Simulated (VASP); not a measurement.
A run of VASP 6.6.1:

INCAR

```
PREC     = Accurate       # precision mode
ENCUT    = 690            # plane-wave cutoff, eV
EDIFF    = 1E-6           # SCF threshold, eV
ISMEAR   = -1             # smearing method
SIGMA    = 0.15           # smearing width, eV
LREAL    = False          # projectors in reciprocal space
LASPH    = True           # aspherical terms in the spheres
NELM     = 120            # most SCF steps
ALGO     = Normal         # electronic algorithm
ISIF     = 2              # what is computed and relaxed
LWAVE    = False          # write WAVECAR
LCHARG   = True           # write CHGCAR
GGA      = CA             # functional
LELF     = True           # ELF
LVHAR    = True         
NBANDS   = 22             # bands
GGA_COMPAT= False
```

KPOINTS

```
regular mesh
0
Gamma
  16 16 14
```

POSCAR

```
ZnNi
1.0
    2.6322786211      0.0000000000      0.0000000000
    0.0000000000      2.6322786211      0.0000000000
    0.0000000000      0.0000000000      3.1925935162
Zn Ni
1 1
Direct
    0.5000000000      0.5000000000      0.5000000000
    0.0000000000      0.0000000000      0.0000000000
```

Potentials or basis: VASP PAW LDA potentials, release 64 (Zn, Ni_sv_GW).

Command:

```sh
$ cat potpaw_LDA.64/Zn/POTCAR potpaw_LDA.64/Ni_sv_GW/POTCAR > POTCAR
$ mpirun -np 1 vasp_std > vasp.out
```

Hardware: 1 thread of Intel(R) Xeon(R) Platinum 8488C (Sapphire Rapids) (shared host).

Problem. How long does it take, and how much memory?

Solution. It took 120 s on 1 thread of Intel(R) Xeon(R) Platinum 8488C (Sapphire Rapids), on a shared host, peak memory 0.41 GiB. Counts: scf iterations 13, k points 360.
